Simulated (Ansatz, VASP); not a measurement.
## TeS2: VASP beside Ansatz

```xyz
3
Lattice="3.8345 0.0000 0.0000 -1.9172 3.3208 0.0000 0.0000 0.0000 6.7531" Properties=species:S:1:pos:R:3 pbc="T T T"
Te    0.0000    0.0000    0.0000
S     0.0000    2.2138    1.5432
S     1.9172    1.1069    5.2099
```

Alike in both runs: functional PBE; k mesh 11 × 11 × 6; occupations fermi-dirac, width 0.08 eV; no spin polarisation.

Ansatz relaxed the structure, and its values are those at the end. VASP's run is a single point on that final structure, the one shown.

|  | VASP | Ansatz |
| --- | --- | --- |
| version | VASP 6.6.1 | Ansatz 0.2.0 |
| potentials or method | VASP PAW PBE potentials, release 64 (Te, S) | PAW with Ansatz's default frozen-core files, scalar-relativistic |
| plane-wave cutoff (eV) | 520 | 420 |
| valence electrons in the cell | 18 | 28 |

|  | VASP | Ansatz | Ansatz less VASP |
| --- | --- | --- | --- |
| pressure (GPa) | -0.2 | 0.0 | +0.17 |
| rms of the force components (eV/Å) | 0.010 | 0.000 | -0.0095 |

VASP's potentials hold 18 valence electrons a cell and Ansatz's 28, so a difference there can come from the potentials and not from the codes.

Spin-orbit coupling is off throughout.
